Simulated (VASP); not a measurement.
# TaAs in VASP: single point with PBEsol

Aim: the single point of TaAs with PBEsol.

Everything below comes from runs of VASP 6.6.1. Logs are shortened: lines on timing, memory, paths and dates and some standing lists are left out, and cuts for length are marked.

## (1) The cell of the first run

The cell holds a slab with vacuum, 8 atoms: a = 3.429 Å, b = 3.429 Å, c = 25.633 Å, α = 90.00°, β = 90.00°, γ = 90.00°.

## (2) Single point, PBEsol

The input, INCAR:

```
PREC = Accurate
ENCUT = 520
EDIFF = 1E-6
ISMEAR = 1
SIGMA = 0.2
LREAL = F
LASPH = T
NELM = 100
ALGO = Normal
ISIF = 2
LWAVE = F
LCHARG = T
LDIPOL = T
IDIPOL = 3
DIPOL = 0.5 0.5 0.500
GGA = PS
LELF = T
LVHAR = T
LVACPOTAV = T
NBANDS = 42
```

The input, KPOINTS:

```
Automatic mesh
0
Gamma
  10 10 1
```

The input, POSCAR:

```
TaAs
1.0
    3.4287004765      0.0000000000      0.0000000000
    0.0000000000      3.4287004765      0.0000000000
    0.0000000000      0.0000000000     25.6328324810
As Ta
4 4
Direct
    0.0000000000      0.0000000000      0.2925934933
    0.5000000000      0.0000000000      0.4055566670
    0.5000000000      0.5000000000      0.5185198406
    0.0000000000      0.5000000000      0.6314830143
    0.0000000000      0.5000000000      0.3685169857
    0.0000000000      0.0000000000      0.4814801594
    0.5000000000      0.0000000000      0.5944433330
    0.5000000000      0.5000000000      0.7074065067
```

Potentials or basis: VASP PAW PBE potentials, release 64 (As, Ta_pv).

Command:

```console
cat potpaw_PBE.64/As/POTCAR potpaw_PBE.64/Ta_pv/POTCAR > POTCAR
mpirun -np 1 vasp_std > vasp.out
```

OUTCAR:

```text
PREC = Accurate
   ENCUT = 520
   EDIFF = 1E-6
   ISMEAR = 1
   LREAL = F
   LASPH = T
   NELM = 100
   ISIF = 2
   GGA = PS

 ion  position               nearest neighbor table
   1  0.000  0.000  0.293-   5 2.59   5 2.59
   2  0.500  0.000  0.406-   6 2.59   6 2.59   5 2.60   5 2.60   5 2.60   5 2.60
   3  0.500  0.500  0.519-   7 2.59   7 2.59   6 2.60   6 2.60   6 2.60   6 2.60
   4  0.000  0.500  0.631-   8 2.59   8 2.59   7 2.60   7 2.60   7 2.60   7 2.60
   5  0.000  0.500  0.369-   1 2.59   1 2.59   2 2.60   2 2.60   2 2.60   2 2.60   6 3.37   6 3.37

   6  0.000  0.000  0.481-   2 2.59   2 2.59   3 2.60   3 2.60   3 2.60   3 2.60   7 3.37   7 3.37
                             5 3.37   5 3.37
   7  0.500  0.000  0.594-   3 2.59   3 2.59   4 2.60   4 2.60   4 2.60   4 2.60   6 3.37   6 3.37
                             8 3.37   8 3.37
   8  0.500  0.500  0.707-   4 2.59   4 2.59   7 3.37   7 3.37

  LATTYP: Found a simple tetragonal cell.
 ALAT       =     3.4287004765
 C/A-ratio  =     7.4759614194

  Lattice vectors:

 A1 = (   3.4287004765,   0.0000000000,   0.0000000000)
 A2 = (   0.0000000000,   3.4287004765,   0.0000000000)
 A3 = (   0.0000000000,   0.0000000000,  25.6328324810)

Analysis of symmetry for initial positions (statically):
=====================================================================
 Subroutine PRICEL returns:
 Original cell was already a primitive cell.

 Routine SETGRP: Setting up the symmetry group for a
 simple tetragonal supercell.

 Subroutine GETGRP returns: Found  4 space group operations
 (whereof  4 operations were pure point group operations)
 out of a pool of 16 trial point group operations.

The static configuration has the point symmetry C_2v.

Analysis of symmetry for dynamics (positions and initial velocities):
=====================================================================
 Subroutine PRICEL returns:
 Original cell was already a primitive cell.

 Routine SETGRP: Setting up the symmetry group for a
 simple tetragonal supercell.

 Subroutine GETGRP returns: Found  4 space group operations
 (whereof  4 operations were pure point group operations)
 out of a pool of 16 trial point group operations.

The dynamic configuration has the point symmetry C_2v.

 Subroutine INISYM returns: Found  4 space group operations
 (whereof  4 operations are pure point group operations),
 and found     1 'primitive' translations

----------------------------------------------------------------------------------------

                                     Primitive cell

  volume of cell :     301.3392

  direct lattice vectors                    reciprocal lattice vectors
     3.428700476  0.000000000  0.000000000     0.291655689  0.000000000  0.000000000
     0.000000000  3.428700476  0.000000000     0.000000000  0.291655689  0.000000000
     0.000000000  0.000000000 25.632832481     0.000000000  0.000000000  0.039012466

  length of vectors
     3.428700476  3.428700476 25.632832481     0.291655689  0.291655689  0.039012466

  position of ions in fractional coordinates (direct lattice)
     0.000000000  0.000000000  0.292593493
     0.500000000  0.000000000  0.405556667
     0.500000000  0.500000000  0.518519841
     0.000000000  0.500000000  0.631483014
     0.000000000  0.500000000  0.368516986
     0.000000000  0.000000000  0.481480159
     0.500000000  0.000000000  0.594443333
     0.500000000  0.500000000  0.707406507

  ion indices of the primitive-cell ions
   primitive index   ion index
                 1           1
                 2           2
                 3           3
                 4           4
                 5           5
                 6           6
                 7           7
                 8           8

----------------------------------------------------------------------------------------

 KPOINTS: Automatic mesh

Automatic generation of k-mesh.
 Grid dimensions read from file:
 generate k-points for:   10   10    1

 Generating k-lattice:

  Cartesian coordinates                     Fractional coordinates (reciprocal lattice)
     0.029165569  0.000000000  0.000000000     0.100000000  0.000000000  0.000000000
     0.000000000  0.029165569  0.000000000     0.000000000  0.100000000  0.000000000
     0.000000000  0.000000000  0.039012466     0.000000000  0.000000000  1.000000000

  Length of vectors
     0.029165569  0.029165569  0.039012466

  Shift w.r.t. Gamma in fractional coordinates (k-lattice)
     0.000000000  0.000000000  0.000000000

 Subroutine IBZKPT returns following result:
 ===========================================

 Found     36 irreducible k-points:

 Following reciprocal coordinates:
            Coordinates               Weight
  0.000000  0.000000  0.000000      1.000000
  0.100000  0.000000  0.000000      2.000000
  0.000000  0.100000  0.000000      2.000000
  0.200000  0.000000  0.000000      2.000000
  0.000000  0.200000  0.000000      2.000000
  0.300000  0.000000  0.000000      2.000000
[... 16 lines left out ...]
 -0.200000  0.300000  0.000000      4.000000
  0.400000  0.200000  0.000000      4.000000
 [... further k-points ...]
   k-points           NKPTS =     36   k-points in BZ     NKDIM =     36   number of bands    NBANDS=     42
   number of dos      NEDOS =    301   number of ions     NIONS =      8
   total plane-waves  NPLWV = 150528
   dimension x,y,z NGX =    28 NGY =   28 NGZ =  192
   dimension x,y,z NGXF=    56 NGYF=   56 NGZF=  384
   ions per type =               4   4
   NGX,Y,Z   is equivalent  to a cutoff of  13.58, 13.58, 12.45 a.u.
   NGXF,Y,Z  is equivalent  to a cutoff of  27.15, 27.15, 24.90 a.u.
 SYSTEM =  unknown system
   PREC   = accura    normal or accurate (medium, high low for compatibility)
   ISTART =      0    job   : 0-new  1-cont  2-samecut
   ICHARG =      2    charge: 1-file 2-atom 10-const
   ISPIN  =      1    spin polarized calculation?
   LNONCOLLINEAR =      F non collinear calculations
   LSORBIT =      F    spin-orbit coupling
   LASPH  =      T    aspherical Exc in radial PAW
   ENCUT  =  520.0 eV  38.22 Ry    6.18 a.u.   6.38  6.38 47.66*2*pi/ulx,y,z
   NELM   =    100;   NELMIN=  2; NELMDL= -5     # of ELM steps
   EDIFF  = 0.1E-05   stopping-criterion for ELM
   LREAL  =      F    real-space projection
   EDIFFG = 0.1E-04   stopping-criterion for IOM
   NSW    =      0    number of steps for IOM
   IBRION =     -1    ionic relax: 0-MD 1-quasi-New 2-CG
   NFREE  =      0    steps in history (QN), initial steepest desc. (CG)
   ISIF   =      2    stress and relaxation
   ISYM   =      2    0-nonsym 1-usesym 2-fastsym
   POTIM  = 0.5000    time-step for ionic-motion
   TEBEG  =    0.0;   TEEND  =   0.0 temperature during run
   PSTRESS=    0.0 pullay stress
   NELECT =      64.0000    total number of electrons
   NUPDOWN=      -1.0000    fix difference up-down
   EMIN   =  10.00;   EMAX   =-10.00  energy-range for DOS
   EFERMI =   0.00;   METHOD = LEGACY
   ISMEAR =     1;   SIGMA  =   0.20  broadening in eV -4-tet -1-fermi 0-gaus
   EFERMI_NEDOS =   21; number of points for ismear=-14 and -15
   IALGO  =     38    algorithm
   IMIX   =      4    mixing-type and parameters
     AMIX     =   0.40;   BMIX     =  1.00
     AMIX_MAG =   1.60;   BMIX_MAG =  1.00
  volume/ion in A,a.u.               =      37.67       254.19
  Fermi-wavevector in a.u.,A,eV,Ry     =   0.976749  1.845788 12.980480  0.954038
  Thomas-Fermi vector in A             =   2.107392
   LORBIT       =      0    0 simple, 1 ext, 2 COOP (PROOUT), +10 PAW based schemes
   GGA     = PS    functional components
   LHFCALC =     F    Hartree Fock is set to
   AEXX    =    0.0000 exact exchange contribution
   IVDW    =     0    specifies the selected vdW correction
   LEPSILON=     F    determine dielectric tensor
   LRPA    =     F    only Hartree local field effects (RPA)
 non-spin polarized calculation
 Methfessel and Paxton  Order N= 1 SIGMA  =   0.20
  energy-cutoff  :      520.00
  volume of cell :      301.34
 maximum number of plane-waves:      8159
 NGX is ok and might be reduce to    28
   NGX = 13   NGY = 13   NGZ = 95

 dipolmoment           0.000000      0.000000      0.014757 electrons x Angstroem

 number of electron      64.0000008 magnetization

 dipolmoment           0.000000      0.000000     -0.080434 electrons x Angstroem

 Free energy of the ion-electron system (eV)
  ---------------------------------------------------
  ext. energy  EPLUGINS =         0.00000000
  ---------------------------------------------------
  free energy    TOTEN  =       -69.62932030 eV

  energy without entropy =      -69.60965335  energy(sigma->0) =      -69.62276465

 E-fermi :   0.5761     XC(G=0):  -6.4492

 val. band max:        0.5596760764   @ k =  -0.3000   0.5000   0.0000
 cond. band min:       0.5799736998   @ k =  -0.1000   0.5000   0.0000
 fundamental gap:      0.0202976234
 Fermi energy:         0.5761087495

 k-point     1 :       0.0000    0.0000    0.0000
  band No.  band energies     occupation
      1     -34.8783      2.00000
      2     -34.5553      2.00000
      3     -34.5101      2.00000
      4     -34.2547      2.00000
      5     -34.1806      2.00000
      6     -34.1156      2.00000
[... 34 lines left out ...]
     41       3.5790     -0.00000
     42       3.6690     -0.00000

 k-point     2 :       0.1000    0.0000    0.0000
  band No.  band energies     occupation
      1     -34.8767      2.00000
      2     -34.5680      2.00000
      3     -34.5091      2.00000
      4     -34.2530      2.00000
      5     -34.1801      2.00000
      6     -34.1304      2.00000
[... 979 lines left out ...]
     41       3.4859     -0.00000
     42       3.8472     -0.00000

 k-point    24 :       0.4000    0.2000    0.0000
  band No.  band energies     occupation
      1     -34.8584      2.00000
      2     -34.6699      2.00000
      3     -34.5419      2.00000
      4     -34.2956      2.00000
      5     -34.2715      2.00000
      6     -34.2209      2.00000
[... 34 lines left out ...]
     41       3.6999     -0.00000
     42       3.8244     -0.00000

 [... further k-points ...]

------------------------ aborting loop because EDIFF is reached ----------------------------------------

  FORCE on cell =-STRESS in cart. coord.  units (eV):
  Direction    XX          YY          ZZ          XY          YZ          ZX
  --------------------------------------------------------------------------------------
  -------------------------------------------------------------------------------------
  Total       -4.9810156     -5.8390966     -1.8538200      0.0000000      0.0000000      0.0000000
  in kB      -26.4833418    -31.0456350     -9.8564937      0.0000000      0.0000000      0.0000000
  external PRESSURE =     -22.4618235 kB  Pullay stress =       0.0000000 kB

 VOLUME and BASIS-vectors are now :
 -----------------------------------------------------------------------------
  energy-cutoff  :      520.00
  volume of cell :      301.34
      direct lattice vectors                 reciprocal lattice vectors
     3.428700476  0.000000000  0.000000000     0.291655689  0.000000000  0.000000000
     0.000000000  3.428700476  0.000000000     0.000000000  0.291655689  0.000000000
     0.000000000  0.000000000 25.632832481     0.000000000  0.000000000  0.039012466

 POSITION                                       TOTAL-FORCE (eV/Angst)
 -----------------------------------------------------------------------------------
      0.00000      0.00000      7.50000         0.000000      0.000000      0.101414
      1.71435      0.00000     10.39557         0.000000      0.000000      0.214401
      1.71435      1.71435     13.29113         0.000000      0.000000      0.036548
      0.00000      1.71435     16.18670         0.000000      0.000000      1.180727
      0.00000      1.71435      9.44613         0.000000      0.000000     -0.375589
      0.00000      0.00000     12.34170         0.000000      0.000000      0.071030
      1.71435      0.00000     15.23727         0.000000      0.000000     -0.185080
      1.71435      1.71435     18.13283         0.000000      0.000000     -1.043451
 -----------------------------------------------------------------------------------
    total drift:                               -0.000000     -0.000000      0.000144

  FREE ENERGIE OF THE ION-ELECTRON SYSTEM (eV)
  ---------------------------------------------------
  free  energy   TOTEN  =       -69.6293203018 eV

  energy  without entropy=      -69.6096533473  energy(sigma->0) =      -69.62276465

 vacuum level on the upper side and lower side of the slab         4.721         5.958
```

It took 28 min on 1 thread of Intel Xeon 8259CL, shared host; peak memory 0.62 GiB.

What came out:

```yaml
Free_energy: -69.6293 eV
Largest_force: 1.181 eV/Å
Band_gap_on_the_k_mesh: zero (bands 32 and 33 overlap by 0.16 eV)
```

Forces in eV/Å, atoms in the order of the input:
```
As   0.000  0.000  0.101
As   0.000  0.000  0.214
As   0.000  0.000  0.037
As   0.000  0.000  1.181
Ta   0.000  0.000 -0.376
Ta   0.000  0.000  0.071
Ta   0.000  0.000 -0.185
Ta   0.000  0.000 -1.043
```

Caveat: the PAW data sets were made with another functional, which shifts forces and pressure a little; spin-orbit coupling is left out, which moves the levels of the heavy elements.
